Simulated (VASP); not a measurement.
# SiC (P6_3mc) in VASP: a series of runs, part 2 of 2

VASP 6.6.1. The steps go on from the part before.

**4. Single point, PBEsol (equal xx and yy strain of +2 %)**

The input, INCAR:

```
SYSTEM = SiC
ALGO = Normal
EDIFF = 1E-6
ENCUT = 520
GGA = PS
ISIF = 2
ISMEAR = -1
LASPH = .True.
LCHARG = .True.
LELF = .True.
LREAL = .False.
LVHAR = .True.
LWAVE = .False.
NBANDS = 16
NELM = 60
PREC = Accurate
SIGMA = 0.08
```

The input, KPOINTS:

```
k-points
0
Gamma
  15 15 8
  0 0 0
```

The input, POSCAR:

```
SiC
1.0
    3.1375181705      0.0000000000      0.0000000000
   -1.5687590853      2.7171704406      0.0000000000
    0.0000000000      0.0000000000      5.0480000000
Si C
2 2
Direct
    0.3333333333      0.6666666667      0.0000000000
    0.6666666667      0.3333333333      0.5000000000
    0.3333333333      0.6666666667      0.3850000000
    0.6666666667      0.3333333333      0.8850000000
```

Potentials or basis: VASP PAW PBE potentials, release 64 (Si, C).

Command:

```console
> cat potpaw_PBE.64/Si/POTCAR potpaw_PBE.64/C/POTCAR > POTCAR
> mpirun -np 1 vasp_std > vasp.out
```

OUTCAR:

```text
SYSTEM = SiC
   EDIFF = 1E-6
   ENCUT = 520
   GGA = PS
   ISIF = 2
   ISMEAR = -1
   LASPH = .True.
   LREAL = .False.
   NELM = 60
   PREC = Accurate

 ion  position               nearest neighbor table
   1  0.333  0.667  0.000-   4 1.90   4 1.90   4 1.90   3 1.94   2 3.11   2 3.11   2 3.11   2 3.11
                             2 3.11   2 3.11
   2  0.667  0.333  0.500-   3 1.90   3 1.90   3 1.90   4 1.94   1 3.11   1 3.11   1 3.11   1 3.11
                             1 3.11   1 3.11
   3  0.333  0.667  0.385-   2 1.90   2 1.90   2 1.90   1 1.94
   4  0.667  0.333  0.885-   1 1.90   1 1.90   1 1.90   2 1.94

  LATTYP: Found a hexagonal cell.
 ALAT       =     3.1375181705
 C/A-ratio  =     1.6089149849

  Lattice vectors:

 A1 = (   3.1375181705,   0.0000000000,   0.0000000000)
 A2 = (  -1.5687590853,   2.7171704406,   0.0000000000)
 A3 = (   0.0000000000,   0.0000000000,   5.0480000000)

Analysis of symmetry for initial positions (statically):
=====================================================================
 Subroutine PRICEL returns:
 Original cell was already a primitive cell.

 Routine SETGRP: Setting up the symmetry group for a
 hexagonal supercell.

[... 176 lines left out ...]
 fundamental gap:      2.2047370778
 Fermi energy:         9.0466470828

 k-point     1 :       0.0000    0.0000    0.0000
  band No.  band energies     occupation
      1      -7.5134      2.00000
      2      -3.9571      2.00000
      3      -0.5898      2.00000
      4       6.2669      2.00000
      5       6.2669      2.00000
      6       7.6320      2.00000
[... 433 lines left out ...]
      3       0.5633      2.00000
      4       1.7641      2.00000
      5       2.1731      2.00000
      6       3.2048      2.00000
[... 8 lines left out ...]
     15      18.7829      0.00000
     16      19.1180      0.00000

 [... further k-points ...]

------------------------ aborting loop because EDIFF is reached ----------------------------------------

  FORCE on cell =-STRESS in cart. coord.  units (eV):
  Direction    XX          YY          ZZ          XY          YZ          ZX
  --------------------------------------------------------------------------------------
  -------------------------------------------------------------------------------------
  Total       -2.6532581     -2.6532581     -1.0739592      0.0000000      0.0000000      0.0000000
  in kB      -98.7796782    -98.7796782    -39.9830467      0.0000000      0.0000000      0.0000000
  external PRESSURE =     -79.1808010 kB  Pullay stress =       0.0000000 kB

 VOLUME and BASIS-vectors are now :
 -----------------------------------------------------------------------------
  energy-cutoff  :      520.00
  volume of cell :       43.04
      direct lattice vectors                 reciprocal lattice vectors
     3.137518170  0.000000000  0.000000000     0.318723254  0.184014956  0.000000000
    -1.568759085  2.717170441  0.000000000     0.000000000  0.368029913  0.000000000
     0.000000000  0.000000000  5.048000000     0.000000000  0.000000000  0.198098257

 POSITION                                       TOTAL-FORCE (eV/Angst)
 -----------------------------------------------------------------------------------
     -0.00000      1.81145      0.00000         0.000000      0.000000      0.564353
      1.56876      0.90572      2.52400        -0.000000     -0.000000      0.564353
     -0.00000      1.81145      1.94348        -0.000000      0.000000     -0.564353
      1.56876      0.90572      4.46748         0.000000     -0.000000     -0.564353
 -----------------------------------------------------------------------------------
    total drift:                               -0.000000      0.000000      0.000220

  FREE ENERGIE OF THE ION-ELECTRON SYSTEM (eV)
  ---------------------------------------------------
  free  energy   TOTEN  =       -31.7444619252 eV

  energy  without entropy=      -31.7444619002  energy(sigma->0) =      -31.74446191
```

OSZICAR:

```text
N       E                     dE             d eps       ncg     rms          rms(c)
DAV:   1     0.244590082995E+02    0.24459E+02   -0.70401E+03  4320   0.887E+02
DAV:   2    -0.325381541603E+02   -0.56997E+02   -0.51847E+02  6232   0.157E+02
DAV:   3    -0.351241422588E+02   -0.25860E+01   -0.25750E+01  5712   0.305E+01
DAV:   4    -0.351440469387E+02   -0.19905E-01   -0.19902E-01  5264   0.330E+00
DAV:   5    -0.351442503858E+02   -0.20345E-03   -0.20344E-03  5616   0.313E-01    0.118E+01
DAV:   6    -0.318571804702E+02    0.32871E+01   -0.57756E+00  5520   0.146E+01    0.536E+00
DAV:   7    -0.317759506064E+02    0.81230E-01   -0.95859E-01  6152   0.566E+00    0.234E+00
DAV:   8    -0.317476606438E+02    0.28290E-01   -0.49915E-02  4968   0.138E+00    0.558E-01
DAV:   9    -0.317442854493E+02    0.33752E-02   -0.66174E-03  5600   0.542E-01    0.115E-01
DAV:  10    -0.317444542714E+02   -0.16882E-03   -0.74049E-04  5168   0.158E-01    0.542E-02
DAV:  11    -0.317444615938E+02   -0.73224E-05   -0.47852E-05  5344   0.491E-02    0.112E-02
DAV:  12    -0.317444619252E+02   -0.33131E-06   -0.45234E-06  5472   0.136E-02
   1 F= -.31744462E+02 E0= -.31744462E+02  d E =-.249252E-07
```

stdout:

```text
POSCAR found type information on POSCAR SiC
 POSCAR found :  2 types and       4 ions
 scaLAPACK will be used
 -----------------------------------------------------------------------------
|                                                                             |
|                                                                             |
|     You enforced a specific xc type in the INCAR file but a different       |
|     I HOPE YOU KNOW WHAT YOU ARE DOING!                                     |
|                                                                             |
 -----------------------------------------------------------------------------

 LDA part: xc-table for (Slater+PW92), standard interpolation
 POSCAR, INCAR and KPOINTS ok, starting setup
 FFT: planning ... GRIDC
 FFT: planning ... GRID_SOFT
 FFT: planning ... GRID
 WAVECAR not read
 entering main loop
```

It took 36 s on 1 thread of Intel Xeon Platinum 8488C (Sapphire Rapids), shared host; peak memory 0.21 GiB.

Results:

```
Free energy            : -31.7445 eV
Pressure               : -7.9 GPa
Largest force          : 0.564 eV/Å
Band gap on the k mesh : 2.20 eV, indirect (least direct gap 3.70 eV)
```

Forces in eV/Å, atoms in the order of the input:
```
Si   0.000  0.000  0.564
Si   0.000  0.000  0.564
C    0.000  0.000 -0.564
C    0.000  0.000 -0.564
```

Stress tensor (GPa, compression positive):
```
-9.88  0.00  0.00
 0.00 -9.88  0.00
 0.00  0.00 -4.00
```

Levels at points of the mesh, in eV from the valence-band top:
```
           k point  band 6  band 7  band 8  band 9  band 10  band 11
(0.00, 0.00, 0.00)   -0.35   -0.35    0.00    3.85     5.70     5.98
(0.00, 0.00, 0.50)   -1.09   -1.09   -1.09    5.01     5.01     6.68
```

Caveat: the cell differs from its parent crystal (equal xx and yy strain of +2 %); the PAW data sets were made with another functional, which shifts forces and pressure a little.

**5. Single point, PBEsol (equal xx and yy strain of -2 %)**

The input, INCAR:

```
  PREC = Accurate
  ENCUT = 520
  EDIFF = 1E-7
  ISMEAR = -1
  SIGMA = 0.08
  LREAL = F
  LASPH = T
  NELM = 80
  ALGO = Normal
  ISIF = 2
  LWAVE = F
  LCHARG = T
  GGA = PS
  LELF = T
  LVHAR = T
  NBANDS = 16
```

The input, KPOINTS:

```
Automatic mesh
0
Gamma
  15 15 8
```

POSCAR: that of step 4 with these lines changed.

```diff
@@ -2,4 +2,4 @@
 1.0
-    3.1375181705      0.0000000000      0.0000000000
-   -1.5687590853      2.7171704406      0.0000000000
+    3.0144782423      0.0000000000      0.0000000000
+   -1.5072391211      2.6106147370      0.0000000000
     0.0000000000      0.0000000000      5.0480000000
```

Command:

```console
> cat potpaw_PBE.64/Si/POTCAR potpaw_PBE.64/C/POTCAR > POTCAR
> mpirun -np 1 vasp_std > vasp.out
```

Run time: 38 s. Hardware: 1 thread of Intel Xeon Platinum 8488C (Sapphire Rapids), shared host; peak memory 0.2 GiB.

The run converged. Its results:

```
Free energy            : -31.6893 eV
Pressure               : 11.1 GPa
Largest force          : 1.004 eV/Å
Band gap on the k mesh : 2.14 eV, indirect (least direct gap 4.25 eV)
```

Forces on the atoms (eV/Å):
```
Si   0.000  0.000  1.004
Si   0.000  0.000  1.004
C    0.000  0.000 -1.004
C    0.000  0.000 -1.004
```

Stress tensor (GPa, compression positive):
```
17.13  0.00  0.00
 0.00 17.13  0.00
 0.00  0.00 -1.05
```

Levels at points of the mesh, in eV from the valence-band top:
| k point | band 6 | band 7 | band 8 | band 9 | band 10 | band 11 |
| --- | --- | --- | --- | --- | --- | --- |
| (0.00, 0.00, 0.00) | -0.15 | -0.15 | 0.00 | 5.36 | 6.05 | 6.95 |
| (0.00, 0.00, 0.50) | -0.79 | -0.79 | -0.79 | 6.35 | 6.35 | 7.58 |

Caveat: the cell differs from its parent crystal (equal xx and yy strain of -2 %); the PAW data sets were made with another functional, which shifts forces and pressure a little. A k mesh can miss the band edges.

**6. Single point, PBEsol (equal xx and yy strain of +1 %)**

The input, INCAR:

```
SYSTEM = SiC
ALGO = Normal ; EDIFF = 1E-6
ENCUT = 520 ; GGA = PS
ISIF = 2 ; ISMEAR = -1
LASPH = .TRUE. ; LCHARG = .FALSE.
LREAL = .FALSE. ; LWAVE = .FALSE.
NBANDS = 16 ; NELM = 60
PREC = Accurate ; SIGMA = 0.08
```

The input, KPOINTS:

```
k-points
0
G
  15 15 8
  0 0 0
```

POSCAR: that of step 5 with these lines changed.

```diff
@@ -2,4 +2,4 @@
 1.0
-    3.0144782423      0.0000000000      0.0000000000
-   -1.5072391211      2.6106147370      0.0000000000
+    3.1067581885      0.0000000000      0.0000000000
+   -1.5533790942      2.6905315147      0.0000000000
     0.0000000000      0.0000000000      5.0480000000
```

Potentials or basis: VASP PAW PBE potentials, release 64 (Si, C).

Command:

```console
> cat potpaw_PBE.64/Si/POTCAR potpaw_PBE.64/C/POTCAR > POTCAR
> mpirun -np 1 vasp_std > vasp.out
```

OUTCAR:

```text
SYSTEM = SiC
   EDIFF = 1E-6
   ENCUT = 520
   GGA = PS
   ISIF = 2
   ISMEAR = -1
   LASPH = .TRUE.
   LREAL = .FALSE.
   NELM = 60
   PREC = Accurate

 ion  position               nearest neighbor table
   1  0.333  0.667  0.000-   4 1.89   4 1.89   4 1.89   3 1.94   2 3.10   2 3.10   2 3.10   2 3.10
                             2 3.10   2 3.10
   2  0.667  0.333  0.500-   3 1.89   3 1.89   3 1.89   4 1.94   1 3.10   1 3.10   1 3.10   1 3.10
                             1 3.10   1 3.10
   3  0.333  0.667  0.385-   2 1.89   2 1.89   2 1.89   1 1.94
   4  0.667  0.333  0.885-   1 1.89   1 1.89   1 1.89   2 1.94

  LATTYP: Found a hexagonal cell.
 ALAT       =     3.1067581885
 C/A-ratio  =     1.6248448362

  Lattice vectors:

 A1 = (   3.1067581885,   0.0000000000,   0.0000000000)
 A2 = (  -1.5533790942,   2.6905315147,   0.0000000000)
 A3 = (   0.0000000000,   0.0000000000,   5.0480000000)

Analysis of symmetry for initial positions (statically):
=====================================================================
 Subroutine PRICEL returns:
 Original cell was already a primitive cell.

 Routine SETGRP: Setting up the symmetry group for a
 hexagonal supercell.

[... 170 lines left out ...]
  energy without entropy =      -31.78119874  energy(sigma->0) =      -31.78119875

 E-fermi :   9.2694     XC(G=0): -11.4121

 val. band max:        8.1713579926   @ k =   0.0000   0.0000   0.0000
 cond. band min:      10.3521735339   @ k =   0.3333   0.3333   0.0000
 fundamental gap:      2.1808155414
 Fermi energy:         9.2694410118

 k-point     1 :       0.0000    0.0000    0.0000
  band No.  band energies     occupation
      1      -7.4507      2.00000
      2      -3.9025      2.00000
      3      -0.4965      2.00000
      4       6.5285      2.00000
      5       6.5285      2.00000
      6       7.8543      2.00000
[... 433 lines left out ...]
      3       0.6964      2.00000
      4       1.9021      2.00000
      5       2.3462      2.00000
      6       3.3707      2.00000
[... 8 lines left out ...]
     15      19.0339      0.00000
     16      19.6061      0.00000

 [... further k-points ...]
[... 5 lines left out ...]
  --------------------------------------------------------------------------------------
  -------------------------------------------------------------------------------------
  Total       -1.0857259     -1.0857259     -0.8901228     -0.0000000      0.0000000      0.0000000
  in kB      -41.2254958    -41.2254958    -33.7983593     -0.0000000      0.0000000      0.0000000
  external PRESSURE =     -38.7497837 kB  Pullay stress =       0.0000000 kB

 VOLUME and BASIS-vectors are now :
 -----------------------------------------------------------------------------
  energy-cutoff  :      520.00
  volume of cell :       42.20
      direct lattice vectors                 reciprocal lattice vectors
     3.106758189  0.000000000  0.000000000     0.321878930  0.185836887  0.000000000
    -1.553379094  2.690531515  0.000000000     0.000000000  0.371673773  0.000000000
     0.000000000  0.000000000  5.048000000     0.000000000  0.000000000  0.198098257

 POSITION                                       TOTAL-FORCE (eV/Angst)
 -----------------------------------------------------------------------------------
     -0.00000      1.79369      0.00000        -0.000000      0.000000      0.650398
      1.55338      0.89684      2.52400         0.000000     -0.000000      0.650398
     -0.00000      1.79369      1.94348         0.000000     -0.000000     -0.650398
      1.55338      0.89684      4.46748        -0.000000      0.000000     -0.650398
 -----------------------------------------------------------------------------------
    total drift:                               -0.000000      0.000000      0.000281

  FREE ENERGIE OF THE ION-ELECTRON SYSTEM (eV)
  ---------------------------------------------------
  free  energy   TOTEN  =       -31.7811987617 eV

  energy  without entropy=      -31.7811987448  energy(sigma->0) =      -31.78119875
```

Run time: 32 s. Hardware: 1 thread of Intel Xeon Platinum 8488C (Sapphire Rapids), shared host; peak memory 0.2 GiB.

Results:

```yaml
Free_energy: -31.7812 eV
Pressure: -3.9 GPa
Largest_force: 0.650 eV/Å
Band_gap_on_the_k_mesh: 2.18 eV, indirect (least direct gap 3.83 eV)
```

Forces on the atoms (eV/Å):
```
Si   0.000  0.000  0.650
Si   0.000  0.000  0.650
C    0.000  0.000 -0.650
C    0.000  0.000 -0.650
```

Stress tensor (GPa, compression positive):
```
-4.12  0.00  0.00
 0.00 -4.12  0.00
 0.00  0.00 -3.38
```

Caveat: the cell differs from its parent crystal (equal xx and yy strain of +1 %); the PAW data sets were made with another functional, which shifts forces and pressure a little.

**7. Overview**

| cell | gap on the mesh (eV) | pressure (GPa) | largest force (eV/Å) |
| --- | --- | --- | --- |
| a = 2.984, b = 2.984, c = 5.048 Å, angles 90.0, 90.0, 120.0°, 4 atoms | 2.14 | 17.1 | 1.16 |
| a = 3.045, b = 3.045, c = 5.048 Å, angles 90.0, 90.0, 120.0°, 4 atoms | 2.15 | 5.6 | 0.87 |
| a = 3.138, b = 3.138, c = 5.048 Å, angles 90.0, 90.0, 120.0°, 4 atoms | 2.20 | -7.9 | 0.56 |
| a = 3.014, b = 3.014, c = 5.048 Å, angles 90.0, 90.0, 120.0°, 4 atoms | 2.14 | 11.1 | 1.00 |
| a = 3.107, b = 3.107, c = 5.048 Å, angles 90.0, 90.0, 120.0°, 4 atoms | 2.18 | -3.9 | 0.65 |

Alike in all rows: task single point; level PBEsol; potentials or basis VASP PAW PBE potentials, release 64 (Si, C); no spin polarisation; k mesh 15 × 15 × 8; cutoff (eV) 520; smearing fermi-dirac 0.08 eV.

Caveats: the PAW data sets were made with another functional, which shifts forces and pressure a little.

Total energies depend on the potentials used, so only differences within one code and one set of settings carry meaning.
